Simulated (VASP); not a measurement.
A run of VASP 6.6.1:

File INCAR:

```
SYSTEM = Se
  PREC = Accurate
  ENCUT = 500
  EDIFF = 1E-6
  ISMEAR = 0
  SIGMA = 0.1
  LREAL = .False.
  LASPH = .True.
  NELM = 120
  ALGO = Normal
  ISIF = 2
  LWAVE = .False.
  LCHARG = .False.
  NBANDS = 9
  GGA_COMPAT = .False.
```

KPOINTS

```
Automatic mesh
0
Gamma
  8 8 8
  0 0 0
```

The input POSCAR:

```
Se
1.0
   -1.7034486149      1.7034486149      1.7034486149
    1.7034486149     -1.7034486149      1.7034486149
    1.7034486149      1.7034486149     -1.7034486149
Se
1
Direct
    0.0000000000      0.0000000000      0.0000000000
```

Potentials or basis: VASP PAW LDA potentials, release 64 (Se).

Command:

```bash
$ cat potpaw_LDA.64/Se/POTCAR > POTCAR
$ mpirun -np 1 vasp_std > vasp.out
```

Hardware: 1 thread of Intel Xeon 8259CL, on a shared host.

Problem. How long does it take, and how much memory?

Solution. It took 5.1 s on 1 thread of Intel Xeon 8259CL, with other jobs on the host, peak memory 0.12 GiB. Counts: scf iterations 9, k points 29.
